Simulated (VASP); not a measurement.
Nd2CdC2:

```
Nd Cd C
1.0
    -1.91032    1.91032    6.13096
     1.91032   -1.91032    6.13096
     1.91032    1.91032   -6.13096
Nd Cd C
2 1 2
Direct
  0.34759 0.34759 0.00000
  0.65241 0.65241 0.00000
  0.00000 0.00000 0.00000
  0.13816 0.13816 0.00000
  0.86184 0.86184 0.00000
```

The cell was generated, and may not be a known phase.

| Property | Result |
| --- | --- |
| Program | VASP 6.6.1 |
| Task | relaxation of cell and atoms |
| Functional | PBE |
| Potentials or basis | VASP PAW PBE potentials, release 64 (Nd_3, Cd, C), 4f in core |
| Cutoff | 600 eV |
| k mesh | 6 × 6 × 6 |
| Occupations | gaussian, width 0.2 eV |
| Spin | no spin polarisation |

At the start: pressure 30.2 GPa; volume 17.90 Å³/atom.

Q: How do energy, volume and symmetry change on relaxing?

A: Over 15 steps the energy falls by 917.1 meV/atom and the volume is 19.93 Å³/atom (+11.3 %); space group I4/mmm (No. 139, to 0.1 Å) before and after.

The path:
```tsv
step	energy change (eV)	largest force (eV/Å)	pressure (GPa)	volume (Å³)
1	0.0000	14.0366	30.23	89.50
2	-1.1450	2.6979	-13.27	134.95
3	-2.0192	2.2404	-12.62	127.47
4	-2.6618	1.8828	-11.78	121.75
5	-4.2597	1.0545	-6.11	105.40
6	-4.4670	0.7413	1.43	97.40
7	-4.5053	0.8750	-2.26	100.49
8	-4.5158	0.8392	-1.31	99.59
9	-4.5160	0.8308	-1.09	99.38
10	-4.5608	0.3554	0.94	97.80
11	-4.5636	0.1965	1.63	97.30
12	-4.5822	0.1525	0.23	99.10
13	-4.5828	0.1670	-0.05	99.47
14	-4.5849	0.0839	-0.03	99.57
15	-4.5854	0.0135	-0.01	99.64
```

Final structure:
```yaml
crystal:
  lattice:
    - [-1.90942, 1.90942, 6.83271]
    - [1.90942, -1.90942, 6.83271]
    - [1.90942, 1.90942, -6.83271]
  atoms:
    - { symbol: Nd, position: [0.34064, 0.34064, 0.00000] }
    - { symbol: Nd, position: [0.65936, 0.65936, 0.00000] }
    - { symbol: Cd, position: [0.00000, 0.00000, 0.00000] }
    - { symbol: C, position: [0.16039, 0.16039, 0.00000] }
    - { symbol: C, position: [0.83961, 0.83961, 0.00000] }
```
